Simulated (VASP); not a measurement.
# HgTe (zincblende type) (F-43m) in VASP: further runs, part 2 of 2

VASP 6.6.1. Earlier steps stand in the parts before.

**3. Single point, LDA (volume scaled by 0.72)**

Contents of INCAR:

```
ALGO = Normal
EDIFF = 1E-6
ENCUT = 520
ISIF = 2
ISMEAR = -1
LASPH = True
LCHARG = True
LELF = True
LREAL = False
LVHAR = True
LWAVE = False
NBANDS = 16
NELM = 60
PREC = Accurate
SIGMA = 0.05
```

Contents of KPOINTS:

```
k-points
0
Gamma
  11 11 11
```

Contents of POSCAR:

```
HgTe
1.0
    0.0000000000      2.8832843350      2.8832843350
    2.8832843350      0.0000000000      2.8832843350
    2.8832843350      2.8832843350      0.0000000000
Hg Te
1 1
Direct
    0.0000000000      0.0000000000      0.0000000000
    0.2500000000      0.2500000000      0.2500000000
```

Potentials or basis: VASP PAW LDA potentials, release 64 (Hg, Te).

Run with:

```
> cat potpaw_LDA.64/Hg/POTCAR potpaw_LDA.64/Te/POTCAR > POTCAR
> mpirun -np 1 vasp_std > vasp.out
```

It took 34 s on 1 thread of Intel Xeon Platinum 8259CL at 2.50GHz (Skylake/Cascade Lake), shared host; peak memory 0.18 GiB.

Results (log left out):

* Free energy: -3.4552 eV
* Pressure: 37.2 GPa

Levels at points of the mesh, in eV from the Fermi level:
```tsv
k point	band 7	band 8	band 9	band 10	band 11	band 12
(0.00, 0.00, 0.00)	-0.07	-0.07	-0.07	-0.03	3.20	3.20
```

Caveat: spin-orbit coupling is left out, which moves the levels of the heavy elements.

**4. Single point, LDA (volume scaled by 0.8)**

Contents of INCAR:

```
PREC = Accurate ; ENCUT = 520
EDIFF = 1E-6 ; ISMEAR = -1
SIGMA = 0.05 ; LREAL = F
LASPH = T ; NELM = 80
ALGO = Normal ; ISIF = 2
LWAVE = F ; LCHARG = F
NBANDS = 16
```

Contents of KPOINTS:

```
regular mesh
0
Gamma
  11 11 11
```

Contents of POSCAR:

```
HgTe
1.0
    0.0000000000      2.9863449365      2.9863449365
    2.9863449365      0.0000000000      2.9863449365
    2.9863449365      2.9863449365      0.0000000000
Hg Te
1 1
Direct
    0.0000000000      0.0000000000      0.0000000000
    0.2500000000      0.2500000000      0.2500000000
```

Run with:

```
> cat potpaw_LDA.64/Hg/POTCAR potpaw_LDA.64/Te/POTCAR > POTCAR
> mpirun -np 1 vasp_std > vasp.out
```

Wall time 33 s (1 thread of Intel Xeon Platinum 8259CL at 2.50GHz (Skylake/Cascade Lake), shared host); peak memory 0.18 GiB.

It converged, with:

```
Free energy            : -4.3729 eV
Pressure               : 19.5 GPa
Band gap on the k mesh : zero (filled and empty bands touch)
```

Levels at points of the mesh, in eV from the Fermi level:
```
           k point  band 7  band 8  band 9  band 10  band 11  band 12
(0.00, 0.00, 0.00)   -0.29   -0.05   -0.05    -0.05     3.56     3.56
```

Caveat: spin-orbit coupling is left out, which moves the levels of the heavy elements.

**5. Single point, LDA (volume scaled by 0.8)**

Contents of INCAR:

```
SYSTEM = HgTe
ALGO = Normal ; EDIFF = 1E-6
ENCUT = 520 ; ISIF = 2
ISMEAR = -1 ; LASPH = .TRUE.
LCHARG = .FALSE. ; LREAL = .FALSE.
LWAVE = .FALSE. ; NBANDS = 16
NELM = 80 ; PREC = Accurate
SIGMA = 0.05
```

Contents of KPOINTS:

```
k-points
0
G
  11 11 11
  0 0 0
```

POSCAR is that of step 4.

Potentials or basis: VASP PAW LDA potentials, release 64 (Hg, Te).

Run with:

```
> cat potpaw_LDA.64/Hg/POTCAR potpaw_LDA.64/Te/POTCAR > POTCAR
> mpirun -np 1 vasp_std > vasp.out
```

OUTCAR:

```text
SYSTEM = HgTe
   EDIFF = 1E-6
   ENCUT = 520
   ISIF = 2
   ISMEAR = -1
   LASPH = .TRUE.
   LREAL = .FALSE.
   NELM = 80
   PREC = Accurate

 ion  position               nearest neighbor table
   1  0.000  0.000  0.000-   2 2.59   2 2.59   2 2.59   2 2.59
   2  0.250  0.250  0.250-   1 2.59   1 2.59   1 2.59   1 2.59

  LATTYP: Found a face centered cubic cell.
 ALAT       =     5.9726898730

  Lattice vectors:

 A1 = (   0.0000000000,   2.9863449365,   2.9863449365)
 A2 = (   2.9863449365,   0.0000000000,   2.9863449365)
 A3 = (   2.9863449365,   2.9863449365,   0.0000000000)

Analysis of symmetry for initial positions (statically):
[... 633 lines left out ...]
     16      15.3701      0.00000

 [... further k-points ...]
[... 5 lines left out ...]
  --------------------------------------------------------------------------------------
  -------------------------------------------------------------------------------------
  Total        6.4787308      6.4787308      6.4787308      0.0000000      0.0000000      0.0000000
  in kB      194.8725261    194.8725261    194.8725261      0.0000000      0.0000000      0.0000000
  external PRESSURE =     194.8725261 kB  Pullay stress =       0.0000000 kB

 VOLUME and BASIS-vectors are now :
 -----------------------------------------------------------------------------
  energy-cutoff  :      520.00
  volume of cell :       53.27
      direct lattice vectors                 reciprocal lattice vectors
     0.000000000  2.986344937  2.986344937    -0.167428750  0.167428750  0.167428750
     2.986344937  0.000000000  2.986344937     0.167428750 -0.167428750  0.167428750
     2.986344937  2.986344937  0.000000000     0.167428750  0.167428750 -0.167428750

 POSITION                                       TOTAL-FORCE (eV/Angst)
 -----------------------------------------------------------------------------------
      0.00000      0.00000      0.00000        -0.000000     -0.000000     -0.000000
      1.49317      1.49317      1.49317         0.000000      0.000000      0.000000
 -----------------------------------------------------------------------------------
    total drift:                               -0.000000     -0.000000     -0.000000

  FREE ENERGIE OF THE ION-ELECTRON SYSTEM (eV)
  ---------------------------------------------------
  free  energy   TOTEN  =        -4.3729239599 eV

  energy  without entropy=       -4.3726915549  energy(sigma->0) =       -4.37280776
```

stdout:

```text
POSCAR found type information on POSCAR HgTe
 POSCAR found :  2 types and       2 ions
 scaLAPACK will be used
 LDA part: xc-table for (Slater(with rela. corr.)+CA(PZ))
 , standard interpolation
 POSCAR, INCAR and KPOINTS ok, starting setup
 FFT: planning ... GRIDC
 FFT: planning ... GRID_SOFT
 FFT: planning ... GRID
 WAVECAR not read
 entering main loop
```

Wall time 33 s (1 thread of Intel Xeon Platinum 8259CL at 2.50GHz (Skylake/Cascade Lake), shared host); peak memory 0.18 GiB.

Results:

* Free energy: -4.3729 eV
* Pressure: 19.5 GPa
* Band gap on the k mesh: zero (filled and empty bands touch)

Caveat: spin-orbit coupling is left out, which moves the levels of the heavy elements.
